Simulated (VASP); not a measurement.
# C (P6_3/mmc) in VASP: notebook

Aim: see how the results for C move with the level of theory and the settings. Levels: r2SCAN, HF, r2SCAN0, PBE0. Tasks: relaxation of cell and atoms, single point.

Everything below comes from runs of VASP 6.6.1. Logs are shortened: lines on timing, memory, paths and dates and some standing lists are left out, and cuts for length are marked.

## Step 1: The cell of the first run

The structure is hexagonal, space group P6_3/mmc (No. 194). Conventional cell: a = 2.512 Å, b = 2.512 Å, c = 4.180 Å, α = 90.00°, β = 90.00°, γ = 120.00°. Within 2.1 Å of C (site symmetry 3m) lie 4 C at 1.54 to 1.57 Å.

## Step 2: Relaxation of cell and atoms, r2SCAN

POSCAR reads:

```
C
1.0
    2.5115321431      0.0000000000      0.0000000000
   -1.2557660716      2.1750506383      0.0000000000
    0.0000000000      0.0000000000      4.1804261420
C
4
Direct
    0.3333333333      0.6666666667      0.0002342823
    0.6666666667      0.3333333333      0.5002342823
    0.3333333333      0.6666666667      0.3747657177
    0.6666666667      0.3333333333      0.8747657177
```

INCAR.step1 reads:

```
  PREC = Accurate
  ENCUT = 600
  ISMEAR = -1
  SIGMA = 0.02
  LREAL = False
  LASPH = True
  NELM = 60
  GGA = PE
  ALGO = Normal
  EDIFF = 1E-4
  LWAVE = True
  LCHARG = False
```

INCAR.step2 reads:

```
  PREC = Accurate
  ENCUT = 600
  EDIFF = 1E-6
  ISMEAR = -1
  SIGMA = 0.02
  LREAL = False
  LASPH = True
  NELM = 60
  ALGO = Normal
  ISIF = 3
  LWAVE = False
  LCHARG = False
  METAGGA = R2SCAN
  LMIXTAU = True
  IBRION = 2
  NSW = 80
  EDIFFG = -0.005
  ISTART = 1
```

KPOINTS reads:

```
regular mesh
0
Gamma
  12 12 6
```

Potentials or basis: VASP PAW PBE potentials, release 64 (C).

Started as:

```console
$ cat potpaw_PBE.64/C/POTCAR > POTCAR
$ cp INCAR.step1 INCAR
$ mpirun -np 1 vasp_std > vasp.out
$ cp INCAR.step2 INCAR
$ mpirun -np 1 vasp_std > vasp.out
```

OUTCAR:

```text
PREC = Accurate
   ENCUT = 600
   EDIFF = 1E-6
   ISMEAR = -1
   LREAL = False
   LASPH = True
   NELM = 60
   ISIF = 3
   METAGGA = R2SCAN
   IBRION = 2
   NSW = 80
   EDIFFG = -0.005
   ISTART = 1

 ion  position               nearest neighbor table
   1  0.333  0.667  0.000-   4 1.54   4 1.54   4 1.54   3 1.57
   2  0.667  0.333  0.500-   3 1.54   3 1.54   3 1.54   4 1.57
   3  0.333  0.667  0.375-   2 1.54   2 1.54   2 1.54   1 1.57
   4  0.667  0.333  0.875-   1 1.54   1 1.54   1 1.54   2 1.57

  LATTYP: Found a hexagonal cell.
 ALAT       =     2.5115321431
 C/A-ratio  =     1.6644923910

  Lattice vectors:

 A1 = (   2.5115321431,   0.0000000000,   0.0000000000)
 A2 = (  -1.2557660716,   2.1750506383,   0.0000000000)
 A3 = (   0.0000000000,   0.0000000000,   4.1804261420)

Analysis of symmetry for initial positions (statically):
=====================================================================
 Subroutine PRICEL returns:
 Original cell was already a primitive cell.

 Routine SETGRP: Setting up the symmetry group for a
 hexagonal supercell.

 Subroutine GETGRP returns: Found 24 space group operations
 (whereof  6 operations were pure point group operations)
 out of a pool of 24 trial point group operations.

The static configuration has the point symmetry C_3v.
 The point group associated with its full space group is D_6h.

Analysis of symmetry for dynamics (positions and initial velocities):
=====================================================================
 Subroutine PRICEL returns:
 Original cell was already a primitive cell.

 Routine SETGRP: Setting up the symmetry group for a
 hexagonal supercell.

 Subroutine GETGRP returns: Found 24 space group operations
 (whereof  6 operations were pure point group operations)
 out of a pool of 24 trial point group operations.

The dynamic configuration has the point symmetry C_3v.
 The point group associated with its full space group is D_6h.

 Subroutine INISYM returns: Found 24 space group operations
 (whereof  6 operations are pure point group operations),
 and found     1 'primitive' translations

----------------------------------------------------------------------------------------

                                     Primitive cell

  volume of cell :      22.8365

  direct lattice vectors                    reciprocal lattice vectors
     2.511532143  0.000000000  0.000000000     0.398163329  0.229879705  0.000000000
    -1.255766072  2.175050638  0.000000000     0.000000000  0.459759411  0.000000000
     0.000000000  0.000000000  4.180426142     0.000000000  0.000000000  0.239210063

  length of vectors
     2.511532143  2.511532143  4.180426142     0.459759411  0.459759411  0.239210063

  position of ions in fractional coordinates (direct lattice)
     0.333333333  0.666666667  0.000234282
     0.666666667  0.333333333  0.500234282
     0.333333333  0.666666667  0.374765718
     0.666666667  0.333333333  0.874765718

  ion indices of the primitive-cell ions
   primitive index   ion index
                 1           1
                 2           2
                 3           3
                 4           4

----------------------------------------------------------------------------------------

 KPOINTS: regular mesh

Automatic generation of k-mesh.
 Grid dimensions read from file:
 generate k-points for:   12   12    6

 Generating k-lattice:

  Cartesian coordinates                     Fractional coordinates (reciprocal lattice)
     0.033180277  0.019156642  0.000000000     0.083333333 -0.000000000  0.000000000
     0.000000000  0.038313284  0.000000000     0.000000000  0.083333333  0.000000000
     0.000000000  0.000000000  0.039868344     0.000000000  0.000000000  0.166666667

  Length of vectors
     0.038313284  0.038313284  0.039868344

  Shift w.r.t. Gamma in fractional coordinates (k-lattice)
     0.000000000  0.000000000  0.000000000

 Subroutine IBZKPT returns following result:
 ===========================================

 Found     76 irreducible k-points:

 Following reciprocal coordinates:
            Coordinates               Weight
  0.000000  0.000000  0.000000      1.000000
  0.083333 -0.000000  0.000000      6.000000
  0.166667 -0.000000  0.000000      6.000000
  0.250000 -0.000000  0.000000      6.000000
  0.333333 -0.000000  0.000000      6.000000
  0.416667 -0.000000  0.000000      6.000000
[... 16 lines left out ...]
  0.250000 -0.000000  0.166667     12.000000
  0.333333 -0.000000  0.166667     12.000000
 [... further k-points ...]
   k-points           NKPTS =     76   k-points in BZ     NKDIM =     76   number of bands    NBANDS=     12
   number of dos      NEDOS =    301   number of ions     NIONS =      4
   total plane-waves  NPLWV =  14400
   dimension x,y,z NGX =    20 NGY =   20 NGZ =   36
   dimension x,y,z NGXF=    40 NGYF=   40 NGZF=   72
   ions per type =               4
   NGX,Y,Z   is equivalent  to a cutoff of  13.24, 13.24, 14.32 a.u.
   NGXF,Y,Z  is equivalent  to a cutoff of  26.48, 26.48, 28.63 a.u.
 SYSTEM =  unknown system
   PREC   = accura    normal or accurate (medium, high low for compatibility)
   ISTART =      1    job   : 0-new  1-cont  2-samecut
   ICHARG =      0    charge: 1-file 2-atom 10-const
   ISPIN  =      1    spin polarized calculation?
   LNONCOLLINEAR =      F non collinear calculations
   LSORBIT =      F    spin-orbit coupling
   LASPH  =      T    aspherical Exc in radial PAW
   ENCUT  =  600.0 eV  44.10 Ry    6.64 a.u.   5.02  5.02  8.35*2*pi/ulx,y,z
   NELM   =     60;   NELMIN=  2; NELMDL=  0     # of ELM steps
   EDIFF  = 0.1E-05   stopping-criterion for ELM
   LREAL  =      F    real-space projection
   EDIFFG = -.5E-02   stopping-criterion for IOM
   NSW    =     80    number of steps for IOM
   IBRION =      2    ionic relax: 0-MD 1-quasi-New 2-CG
   NFREE  =      1    steps in history (QN), initial steepest desc. (CG)
   ISIF   =      3    stress and relaxation
   ISYM   =      2    0-nonsym 1-usesym 2-fastsym
   POTIM  = 0.5000    time-step for ionic-motion
   TEBEG  =    0.0;   TEEND  =   0.0 temperature during run
   PSTRESS=    0.0 pullay stress
   NELECT =      16.0000    total number of electrons
   NUPDOWN=      -1.0000    fix difference up-down
   EMIN   =  10.00;   EMAX   =-10.00  energy-range for DOS
   EFERMI =   0.00;   METHOD = LEGACY
   ISMEAR =    -1;   SIGMA  =   0.02  broadening in eV -4-tet -1-fermi 0-gaus
   EFERMI_NEDOS =   21; number of points for ismear=-14 and -15
   IALGO  =     38    algorithm
   IMIX   =      4    mixing-type and parameters
     AMIX     =   0.40;   BMIX     =  1.00
     AMIX_MAG =   1.60;   BMIX_MAG =  1.00
  volume/ion in A,a.u.               =       5.71        38.53
  Fermi-wavevector in a.u.,A,eV,Ry     =   1.454025  2.747709 28.765292  2.114189
  Thomas-Fermi vector in A             =   2.571224
   LORBIT       =      0    0 simple, 1 ext, 2 COOP (PROOUT), +10 PAW based schemes
   METAGGA = R2SCAN    functional components
   LHFCALC =     F    Hartree Fock is set to
   AEXX    =    0.0000 exact exchange contribution
   IVDW    =     0    specifies the selected vdW correction
   LEPSILON=     F    determine dielectric tensor
   LRPA    =     F    only Hartree local field effects (RPA)
 conjugate gradient relaxation of ions
 non-spin polarized calculation
  energy-cutoff  :      600.00
  volume of cell :       22.84
 maximum number of plane-waves:       777
 NGX is ok and might be reduce to    20
   NGX =  9   NGY =  9   NGZ = 17

--------------------------------------- Ionic step        1  -------------------------------------------

 number of electron      16.0000002 magnetization

 Free energy of the ion-electron system (eV)
  ---------------------------------------------------
  ext. energy  EPLUGINS =         0.00000000
  ---------------------------------------------------
  free energy    TOTEN  =       -39.21676355 eV

  energy without entropy =      -39.21676355  energy(sigma->0) =      -39.21676355

------------------------ aborting loop because EDIFF is reached ----------------------------------------

  FORCE on cell =-STRESS in cart. coord.  units (eV):
  Direction    XX          YY          ZZ          XY          YZ          ZX
  --------------------------------------------------------------------------------------
  -------------------------------------------------------------------------------------
  Total       -0.5812739     -0.5812739     -0.4936794      0.0000000      0.0000000      0.0000000
  in kB      -40.7814587    -40.7814587    -34.6359383      0.0000000      0.0000000      0.0000000
  external PRESSURE =     -38.7329519 kB  Pullay stress =       0.0000000 kB
[... 175 lines left out ...]
  energy  without entropy=      -39.2191606359  energy(sigma->0) =      -39.21916064

--------------------------------------- Ionic step        6  -------------------------------------------

 number of electron      16.0000002 magnetization

 Free energy of the ion-electron system (eV)
  ---------------------------------------------------
  ext. energy  EPLUGINS =         0.00000000
  ---------------------------------------------------
  free energy    TOTEN  =       -39.21917746 eV

  energy without entropy =      -39.21917746  energy(sigma->0) =      -39.21917746

 E-fermi :  10.4443     XC(G=0): -14.2618

 val. band max:       10.0441273468   @ k =   0.0000   0.0000   0.0000
 cond. band min:      13.6054532450   @ k =   0.3333   0.3333   0.0000
 fundamental gap:      3.5613258982
 Fermi energy:        10.4442827439

 k-point     1 :       0.0000    0.0000    0.0000
  band No.  band energies     occupation
      1     -13.0043      2.00000
      2      -7.2637      2.00000
      3      -4.3443      2.00000
      4       6.7666      2.00000
      5       6.7666      2.00000
      6       9.5395      2.00000
      7      10.0441      2.00000
      8      10.0441      2.00000
      9      15.2329      0.00000
     10      15.2329      0.00000
     11      15.6243      0.00000
     12      18.4962      0.00000
[... 331 lines left out ...]
 k-point    24 :       0.3333   -0.0000    0.1667
  band No.  band energies     occupation
      1      -9.9803      2.00000
      2      -5.7087      2.00000
      3      -1.8436      2.00000
      4       0.0644      2.00000
      5       2.2714      2.00000
      6       4.0212      2.00000
      7       6.2169      2.00000
      8       6.9851      2.00000
      9      15.0327      0.00000
     10      17.4883      0.00000
     11      18.7089      0.00000
     12      19.0419      0.00000

 [... further k-points ...]

------------------------ aborting loop because EDIFF is reached ----------------------------------------

  FORCE on cell =-STRESS in cart. coord.  units (eV):
  Direction    XX          YY          ZZ          XY          YZ          ZX
  --------------------------------------------------------------------------------------
  -------------------------------------------------------------------------------------
  Total       -0.0123580     -0.0123580     -0.0080786      0.0000000      0.0000000      0.0000000
  in kB       -0.8744455     -0.8744455     -0.5716386      0.0000000      0.0000000      0.0000000
  external PRESSURE =      -0.7735098 kB  Pullay stress =       0.0000000 kB
[... 19 lines left out ...]
  FREE ENERGIE OF THE ION-ELECTRON SYSTEM (eV)
  ---------------------------------------------------
  free  energy   TOTEN  =       -39.2191774586 eV

  energy  without entropy=      -39.2191774586  energy(sigma->0) =      -39.21917746

 reached required accuracy - stopping structural energy minimisation
```

Wall time 2.2 min (1 thread of Intel Xeon 6975P-C (Granite Rapids), shared host); peak memory 0.14 GiB.

Results:

```
Free energy                           : -39.2192 eV
Relaxed volume                        : 5.66 Å³/atom
Relaxed cell                          : a = 2.504 Å, b = 2.504 Å, c = 4.170 Å, α = 90.00°, β = 90.00°, γ = 120.00°
Space group after relaxing (to 0.1 Å) : P6_3/mmc (No. 194)
Energy gained by relaxing             : 0.6 meV/atom
Ionic steps                           : 6
Pressure after relaxing               : -0.1 GPa
Band gap on the k mesh                : 3.56 eV (least direct gap 5.19 eV)
```

The path:
| step | energy change (eV) | largest force (eV/Å) | pressure (GPa) | volume (Å³) |
| --- | --- | --- | --- | --- |
| 1 | 0.0000 | 0.0025 | -3.87 | 22.84 |
| 2 | 0.0017 | 0.0317 | 5.22 | 22.38 |
| 3 | -0.0024 | 0.0118 | 0.00 | 22.64 |
| 4 | -0.0024 | 0.0115 | -0.06 | 22.64 |
| 5 | -0.0024 | 0.0266 | -0.08 | 22.64 |
| 6 | -0.0024 | 0.0011 | -0.08 | 22.64 |

Final structure:
```xyz
4
Lattice="2.5040 0.0000 0.0000 -1.2520 2.1685 0.0000 0.0000 0.0000 4.1699" Properties=species:S:1:pos:R:3 pbc="T T T"
C     0.0000    1.4457    0.0011
C     1.2520    0.7228    2.0860
C     0.0000    1.4457    1.5626
C     1.2520    0.7228    3.6476
```

Caveat: the PAW data sets were made with another functional, which shifts forces and pressure a little.

## Step 3: Single point, HF

This run uses another cell than the first one, of 5.66 Å³/atom.

POSCAR reads:

```
C
1.0
    2.5031953547      0.0000000000      0.0000000000
   -1.2515976774      2.1678307678      0.0000000000
    0.0000000000      0.0000000000      4.1688692743
C
4
Direct
    0.3333333333      0.6666666667      0.0002313159
    0.6666666667      0.3333333333      0.5002313159
    0.3333333333      0.6666666667      0.3747686841
    0.6666666667      0.3333333333      0.8747686841
```

INCAR.step1 reads:

```
SYSTEM = C
PREC = Accurate ; ENCUT = 520
EDIFF = 1E-5 ; ISMEAR = 0
SIGMA = 0.01 ; LREAL = .FALSE.
LASPH = .TRUE. ; NELM = 60
ALGO = Normal ; ISIF = 2
LWAVE = .TRUE. ; LCHARG = .FALSE.
NBANDS = 16 ; GGA = PE
```

INCAR.step2 reads:

```
SYSTEM = C
PREC = Accurate ; ENCUT = 520
EDIFF = 1E-6 ; ISMEAR = 0
SIGMA = 0.01 ; LREAL = .FALSE.
LASPH = .TRUE. ; NELM = 60
ALGO = Normal ; ISIF = 2
LWAVE = .FALSE. ; LCHARG = .FALSE.
GGA = PE ; LHFCALC = .TRUE.
AEXX = 1.0 ; ALDAC = 0.0
AGGAC = 0.0 ; PRECFOCK = Normal
NBANDS = 16 ; ISTART = 1
```

KPOINTS reads:

```
regular mesh
0
G
  9 9 4
  0 0 0
```

Potentials or basis: VASP PAW PBE potentials, release 64 (C).

Started as:

```console
$ cat potpaw_PBE.64/C/POTCAR > POTCAR
$ cp INCAR.step1 INCAR
$ mpirun -np 1 vasp_std > vasp.out
$ cp INCAR.step2 INCAR
$ mpirun -np 1 vasp_std > vasp.out
```

Run time: 21 min. Hardware: 1 thread of Intel Xeon 6975P-C (Granite Rapids), shared host; peak memory 0.15 GiB.

The run converged. Its results:

```yaml
Free_energy: -61.1177 eV
Pressure: -2.9 GPa
Largest_force: 0.047 eV/Å
Band_gap_on_the_k_mesh: 11.52 eV (least direct gap 14.07 eV)
```

Forces on the atoms (eV/Å):
```
C    0.000  0.000 -0.047
C    0.000  0.000 -0.047
C    0.000  0.000  0.047
C    0.000  0.000  0.047
```

Stress tensor (GPa, compression positive):
```
-2.22  0.00  0.00
 0.00 -2.22  0.00
 0.00  0.00 -4.34
```

Levels at points of the mesh, in eV from the valence-band top:
| k point | band 6 | band 7 | band 8 | band 9 | band 10 | band 11 |
| --- | --- | --- | --- | --- | --- | --- |
| (0.00, 0.00, 0.00) | -0.49 | 0.00 | 0.00 | 14.07 | 14.07 | 14.54 |
| (0.00, 0.00, 0.50) | -2.40 | -2.40 | -2.40 | 16.93 | 16.93 | 16.93 |

Caveat: the PAW data sets were made with another functional, which shifts forces and pressure a little; an odd mesh through Γ misses points on the zone boundary, where band edges can lie.

(Part 1 of 2 ends here.)
